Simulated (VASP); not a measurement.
Wanted: the native input for a VASP 6.6.1 run.

| Property | Result |
| --- | --- |
| Task | single point |
| Functional | r2SCAN |
| Potentials or basis | VASP PAW PBE potentials, release 64 (Au, Al) |
| Cutoff | 520 eV |
| k mesh | 7 × 7 × 7 |
| Occupations | methfessel-paxton, width 0.05 eV |
| Spin | no spin polarisation |
| Dipole correction | no |
| Further INCAR settings | ALGO = Normal; EDIFF = 1e-07; NBANDS = 16 |

Al2Au:

```
Au Al
1.0
     0.00000    3.00000    3.00000
     3.00000    0.00000    3.00000
     3.00000    3.00000    0.00000
Au Al
1 2
Direct
  0.00000 0.00000 0.00000
  0.75000 0.75000 0.75000
  0.25000 0.25000 0.25000
```

The input as run:

POSCAR

```
Al2Au
1.0
    0.0000000000      3.0000000000      3.0000000000
    3.0000000000      0.0000000000      3.0000000000
    3.0000000000      3.0000000000      0.0000000000
Au Al
1 2
Direct
    0.0000000000      0.0000000000      0.0000000000
    0.7500000000      0.7500000000      0.7500000000
    0.2500000000      0.2500000000      0.2500000000
```

INCAR.step1

```
PREC = Accurate
ENCUT = 520
ISMEAR = 1
SIGMA = 0.05
LREAL = False
LASPH = True
NELM = 100
NBANDS = 16
GGA = PE
ALGO = Normal
EDIFF = 1E-4
LWAVE = True
LCHARG = False
```

INCAR.step2

```
PREC = Accurate
ENCUT = 520
EDIFF = 1E-7
ISMEAR = 1
SIGMA = 0.05
LREAL = False
LASPH = True
NELM = 100
ALGO = Normal
ISIF = 2
LWAVE = False
LCHARG = False
METAGGA = R2SCAN
LMIXTAU = True
NBANDS = 16
ISTART = 1
```

KPOINTS

```
regular mesh
0
Gamma
  7 7 7
```

Potentials or basis: VASP PAW PBE potentials, release 64 (Au, Al).

Run with:

```console
$ cat potpaw_PBE.64/Au/POTCAR potpaw_PBE.64/Al/POTCAR > POTCAR
$ cp INCAR.step1 INCAR
$ mpirun -np 1 vasp_std > vasp.out
$ cp INCAR.step2 INCAR
$ mpirun -np 1 vasp_std > vasp.out
```

It gave:

```json
{"Pressure": "0.3 GPa", "Band gap on the k mesh": "zero (an odd number of electrons rules out a gap without spin polarisation)"}
```

Caveat: the PAW data sets were made with another functional, which shifts forces and pressure a little; spin-orbit coupling is left out, which moves the levels of the heavy elements.

It took 73 s on 1 thread of Intel Xeon 8259CL (shared host), peak memory 0.19 GiB.
